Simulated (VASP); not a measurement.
# Ti (I4/mmm) in VASP: further runs, part 2 of 2

VASP 6.6.1. Earlier steps stand in the parts before.

**3. Single point, PBEsol (strain +0.025 along x and y, -0.025 along z)**

INCAR

```
SYSTEM = Ti
PREC = Accurate ; ENCUT = 520
EDIFF = 1E-6 ; ISMEAR = 0
SIGMA = 0.15 ; LREAL = .FALSE.
LASPH = .TRUE. ; NELM = 60
ALGO = Fast ; ISIF = 2
LWAVE = .FALSE. ; LCHARG = .FALSE.
GGA = PS ; NBANDS = 12
```

KPOINTS

```
regular mesh
0
G
  26 26 26
  0 0 0
```

POSCAR

```
Ti
1.0
    0.0000000000      2.0786191803      1.9772231227
    2.0786191803      0.0000000000      1.9772231227
    2.0786191803      2.0786191803      0.0000000000
Ti
1
Direct
    0.0000000000      0.0000000000      0.0000000000
```

Potentials or basis: VASP PAW PBE potentials, release 64 (Ti_sv).

Command:

```sh
$ cat potpaw_PBE.64/Ti_sv/POTCAR > POTCAR
$ mpirun -np 1 vasp_std > vasp.out
```

It took 2.3 min on 1 thread of Intel Xeon 6975P-C (Granite Rapids), shared host; peak memory 0.36 GiB.

Results (log left out):

```yaml
Free_energy: -8.2860 eV
Pressure: -2.9 GPa
Band_gap_on_the_k_mesh: zero (band 6 reaches 9.15 eV, above the bottom of band 7 at 7.70 eV)
```

Stress tensor (GPa, compression positive):
```
-3.42  0.00  0.00
 0.00 -3.42  0.00
 0.00  0.00 -1.75
```

Levels at points of the mesh, in eV from the Fermi level:
| k point | band 2 | band 3 | band 4 | band 5 | band 6 | band 7 | band 8 | band 9 | band 10 | band 11 |
| --- | --- | --- | --- | --- | --- | --- | --- | --- | --- | --- |
| (0.00, 0.00, 0.00) | -32.38 | -32.38 | -32.37 | -6.13 | 0.77 | 0.77 | 1.16 | 2.31 | 2.76 | 15.41 |
| (0.50, 0.00, 0.00) | -33.09 | -32.50 | -32.44 | -2.63 | 0.54 | 0.70 | 1.00 | 3.56 | 3.76 | 8.36 |
| (0.50, 0.50, 0.00) | -33.04 | -32.67 | -32.67 | -2.61 | -1.83 | 3.56 | 3.64 | 3.97 | 3.97 | 11.35 |
| (0.50, 0.00, 0.50) | -33.05 | -32.64 | -32.58 | -2.64 | -1.69 | 2.62 | 3.63 | 3.80 | 4.08 | 10.45 |

Caveat: the cell differs from its parent crystal (strain +0.025 along x and y, -0.025 along z); the PAW data sets were made with another functional, which shifts forces and pressure a little.

**4. Single point, PBEsol (strain +0.050 along x and y, -0.050 along z)**

INCAR

```
SYSTEM = Ti
ALGO     = Fast           ! electronic algorithm
EDIFF    = 1E-6           ! SCF threshold, eV
ENCUT    = 520            ! plane-wave cutoff, eV
GGA      = PS             ! functional
ISIF     = 2              ! what is computed and relaxed
ISMEAR   = 0              ! smearing method
LASPH    = .True.         ! aspherical terms in the spheres
LCHARG   = .True.         ! write CHGCAR
LELF     = .True.         ! ELF
LREAL    = .False.        ! projectors in reciprocal space
LVHAR    = .True.       
LWAVE    = .False.        ! write WAVECAR
NBANDS   = 12             ! bands
NELM     = 80             ! most SCF steps
PREC     = Accurate       ! precision mode
SIGMA    = 0.15           ! smearing width, eV
```

KPOINTS

```
k-points
0
Gamma
  26 26 26
  0 0 0
```

POSCAR

```
Ti
1.0
    0.0000000000      2.1293172091      1.9265250939
    2.1293172091      0.0000000000      1.9265250939
    2.1293172091      2.1293172091      0.0000000000
Ti
1
Direct
    0.0000000000      0.0000000000      0.0000000000
```

Command:

```sh
$ cat potpaw_PBE.64/Ti_sv/POTCAR > POTCAR
$ mpirun -np 1 vasp_std > vasp.out
```

Wall time 2.4 min (1 thread of Intel Xeon 6975P-C (Granite Rapids), shared host); peak memory 0.38 GiB.

The run converged. Its results:

```
Free energy            : -8.2683 eV
Pressure               : -5.1 GPa
Band gap on the k mesh : zero (band 6 reaches 8.90 eV, above the bottom of band 7 at 7.42 eV)
```

Stress tensor (GPa, compression positive):
```
-6.05  0.00  0.00
 0.00 -6.05  0.00
 0.00  0.00 -3.23
```

Levels at points of the mesh, in eV from the Fermi level:
```
           k point  band 4  band 5  band 6  band 7  band 8  band 9
(0.00, 0.00, 0.00)  -32.42   -6.06    0.70    0.70    1.42    2.04
(0.50, 0.00, 0.00)  -32.46   -2.56    0.35    0.68    1.25    3.38
(0.50, 0.50, 0.00)  -32.73   -2.48   -1.83    3.56    3.87    3.87
(0.50, 0.00, 0.50)  -32.57   -2.56   -1.53    2.26    3.49    3.57
```

Caveat: the cell differs from its parent crystal (strain +0.050 along x and y, -0.050 along z); the PAW data sets were made with another functional, which shifts forces and pressure a little.

**5. Single point, PBEsol (strain +0.050 along x and y, -0.025 along z)**

INCAR

```
PREC = Accurate
ENCUT = 520
EDIFF = 1E-6
ISMEAR = 0
SIGMA = 0.15
LREAL = False
LASPH = True
NELM = 80
ALGO = Fast
ISIF = 2
LWAVE = False
LCHARG = False
GGA = PS
NBANDS = 12
```

KPOINTS

```
Automatic mesh
0
Gamma
  26 26 26
```

POSCAR

```
Ti
1.0
    0.0000000000      2.1293172091      1.9772231227
    2.1293172091      0.0000000000      1.9772231227
    2.1293172091      2.1293172091      0.0000000000
Ti
1
Direct
    0.0000000000      0.0000000000      0.0000000000
```

Command:

```sh
$ cat potpaw_PBE.64/Ti_sv/POTCAR > POTCAR
$ mpirun -np 1 vasp_std > vasp.out
```

It took 2.3 min on 1 thread of Intel Xeon 6975P-C (Granite Rapids), shared host; peak memory 0.38 GiB.

The run converged. Its results:

* Free energy: -8.2553 eV
* Pressure: -7.5 GPa
* Band gap on the k mesh: zero (band 6 reaches 8.57 eV, above the bottom of band 7 at 7.20 eV)

Stress tensor (GPa, compression positive):
```
-8.26  0.00  0.00
 0.00 -8.26  0.00
 0.00  0.00 -5.99
```

Levels at points of the mesh, in eV from the Fermi level:
```
           k point  band 3  band 4  band 5  band 6  band 7  band 8  band 9  band 10
(0.00, 0.00, 0.00)  -32.51  -32.50   -6.00    0.72    0.72    1.24    2.09     2.69
(0.50, 0.00, 0.00)  -32.62  -32.56   -2.51    0.44    0.60    1.09    3.32     3.59
(0.50, 0.50, 0.00)  -32.78  -32.78   -2.42   -1.72    3.43    3.65    3.74     3.74
(0.50, 0.00, 0.50)  -32.73  -32.66   -2.48   -1.52    2.29    3.41    3.52     3.90
```

Caveat: the cell differs from its parent crystal (strain +0.050 along x and y, -0.025 along z); the PAW data sets were made with another functional, which shifts forces and pressure a little.

**6. Single point, PBEsol (strain +0.050 along x and y, +0.000 along z)**

INCAR

```
SYSTEM = Ti
PREC = Accurate
ENCUT = 520
EDIFF = 1E-6
ISMEAR = 0
SIGMA = 0.15
LREAL = .False.
LASPH = .True.
NELM = 60
ALGO = Fast
ISIF = 2
LWAVE = .False.
LCHARG = .True.
GGA = PS
LELF = .True.
LVHAR = .True.
NBANDS = 12
```

KPOINTS

```
regular mesh
0
Gamma
  26 26 26
  0 0 0
```

POSCAR

```
Ti
1.0
    0.0000000000      2.1293172091      2.0279211515
    2.1293172091      0.0000000000      2.0279211515
    2.1293172091      2.1293172091      0.0000000000
Ti
1
Direct
    0.0000000000      0.0000000000      0.0000000000
```

Potentials or basis: VASP PAW PBE potentials, release 64 (Ti_sv).

Command:

```sh
$ cat potpaw_PBE.64/Ti_sv/POTCAR > POTCAR
$ mpirun -np 1 vasp_std > vasp.out
```

OUTCAR:

```text
SYSTEM = Ti
   PREC = Accurate
   ENCUT = 520
   EDIFF = 1E-6
   ISMEAR = 0
   LREAL = .False.
   LASPH = .True.
   NELM = 60
   ISIF = 2
   GGA = PS

 ion  position               nearest neighbor table
   1  0.000  0.000  0.000-

  LATTYP: Found a body centered tetragonal cell.
 ALAT       =     3.0113092757
 C/A-ratio  =     1.3468700594

  Lattice vectors:

 A1 = (   0.0000000000,  -2.1293172091,  -2.0279211515)
 A2 = (   0.0000000000,   2.1293172091,  -2.0279211515)
[... 542 lines left out ...]

 [... further k-points ...]

------------------------ aborting loop because EDIFF is reached ----------------------------------------

  FORCE on cell =-STRESS in cart. coord.  units (eV):
  Direction    XX          YY          ZZ          XY          YZ          ZX
  --------------------------------------------------------------------------------------
  -------------------------------------------------------------------------------------
  Total       -1.2013158     -1.2013158     -1.0232866      0.0000000     -0.0000000      0.0000000
  in kB     -104.6660872   -104.6660872    -89.1550777      0.0000000     -0.0000000      0.0000000
  external PRESSURE =     -99.4957507 kB  Pullay stress =       0.0000000 kB

 VOLUME and BASIS-vectors are now :
 -----------------------------------------------------------------------------
  energy-cutoff  :      520.00
  volume of cell :       18.39
      direct lattice vectors                 reciprocal lattice vectors
     0.000000000  2.129317209  2.027921152    -0.234817057  0.234817057  0.246557910
     2.129317209  0.000000000  2.027921152     0.234817057 -0.234817057  0.246557910
     2.129317209  2.129317209  0.000000000     0.234817057  0.234817057 -0.246557910

 POSITION                                       TOTAL-FORCE (eV/Angst)
 -----------------------------------------------------------------------------------
      0.00000      0.00000      0.00000        -0.000000      0.000000      0.000000
 -----------------------------------------------------------------------------------
    total drift:                               -0.000000      0.000000      0.000000

  FREE ENERGIE OF THE ION-ELECTRON SYSTEM (eV)
  ---------------------------------------------------
  free  energy   TOTEN  =        -8.2346945101 eV

  energy  without entropy=       -8.2129452488  energy(sigma->0) =       -8.22381988
```

Wall time 2.3 min (1 thread of Intel Xeon 6975P-C (Granite Rapids), shared host); peak memory 0.39 GiB.

What came out:

```yaml
Free_energy: -8.2347 eV
Pressure: -9.9 GPa
Band_gap_on_the_k_mesh: zero (band 6 reaches 8.34 eV, above the bottom of band 7 at 6.98 eV)
```

Levels at points of the mesh, in eV from the Fermi level:
| k point | band 2 | band 3 | band 4 | band 5 | band 6 | band 7 | band 8 | band 9 | band 10 | band 11 |
| --- | --- | --- | --- | --- | --- | --- | --- | --- | --- | --- |
| (0.00, 0.00, 0.00) | -32.59 | -32.59 | -32.58 | -5.95 | 0.74 | 0.74 | 1.08 | 2.13 | 2.52 | 15.00 |
| (0.50, 0.00, 0.00) | -33.15 | -32.68 | -32.64 | -2.46 | 0.53 | 0.54 | 0.94 | 3.26 | 3.43 | 7.61 |
| (0.50, 0.50, 0.00) | -33.11 | -32.82 | -32.82 | -2.35 | -1.62 | 3.20 | 3.32 | 3.61 | 3.61 | 10.71 |
| (0.50, 0.00, 0.50) | -33.11 | -32.79 | -32.75 | -2.40 | -1.51 | 2.33 | 3.32 | 3.47 | 3.72 | 9.62 |

Caveat: the cell differs from its parent crystal (strain +0.050 along x and y, +0.000 along z); the PAW data sets were made with another functional, which shifts forces and pressure a little.

**7. Overview**

```csv
cell,gap on the mesh (eV),pressure (GPa)
"a = 2.834, b = 2.834, c = 2.940 Å, angles 58.8, 58.8, 62.5°, 1 atom",none,0.0
"a = 2.869, b = 2.869, c = 2.940 Å, angles 59.2, 59.2, 61.6°, 1 atom",none,-2.9
"a = 2.871, b = 2.871, c = 3.011 Å, angles 58.4, 58.4, 63.2°, 1 atom",none,-5.1
"a = 2.906, b = 2.906, c = 3.011 Å, angles 58.8, 58.8, 62.4°, 1 atom",none,-7.5
"a = 2.940, b = 2.940, c = 3.011 Å, angles 59.2, 59.2, 61.6°, 1 atom",none,-9.9
```

Alike in all rows: task single point; level PBEsol; potentials or basis VASP PAW PBE potentials, release 64 (Ti_sv); no spin polarisation; k mesh 26 × 26 × 26; cutoff (eV) 520; smearing gaussian 0.15 eV.

Caveats: the PAW data sets were made with another functional, which shifts forces and pressure a little.

Absolute energies hang on the potentials; compare differences alone.
